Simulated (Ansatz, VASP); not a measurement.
BaTiO3: VASP beside Ansatz

```
CELL_PARAMETERS angstrom
3.99151 0.00000 0.00000
0.01010 3.99150 0.00000
0.01010 0.01008 3.99148
ATOMIC_POSITIONS crystal
Ba 0.00000 0.00000 0.00000
Ti 0.48700 0.48700 0.48700
O 0.50920 0.50920 0.01890
O 0.01890 0.50920 0.50920
O 0.50920 0.01890 0.50920
```

Alike in both runs: task single point; functional r2SCAN; k mesh 5 × 5 × 5; occupations fermi-dirac, width 0.0102 eV; no spin polarisation.

|  | VASP | Ansatz |
| --- | --- | --- |
| version | VASP 6.6.1 | Ansatz 0.2.0 |
| potentials or method | VASP PAW PBE potentials, release 64 (Ba_sv, Ti_sv, O_h), cutoff 910 eV | PAW plane waves |
| valence electrons in the cell | 40 | 40 |

Ansatz gave:

| Quantity | Value |
| --- | --- |
| gap on the k mesh at the Fermi level (eV) | 2.90 |
| rms of the force components (eV/Å) | 0.068 |

Question: Which values does VASP return?

Answer: gap on the k mesh at the Fermi level (eV): 2.88; rms of the force components (eV/Å): 0.105.

VASP's potentials were made for PBE, not for r2SCAN. Atom by atom the forces differ by 0.046 eV/Å (rms over components). Ansatz's warnings: structure snapped to symmetry.

Neither program's run includes spin-orbit coupling. Noted on VASP's run: the cutoff is short for stress, so the pressure is rough.
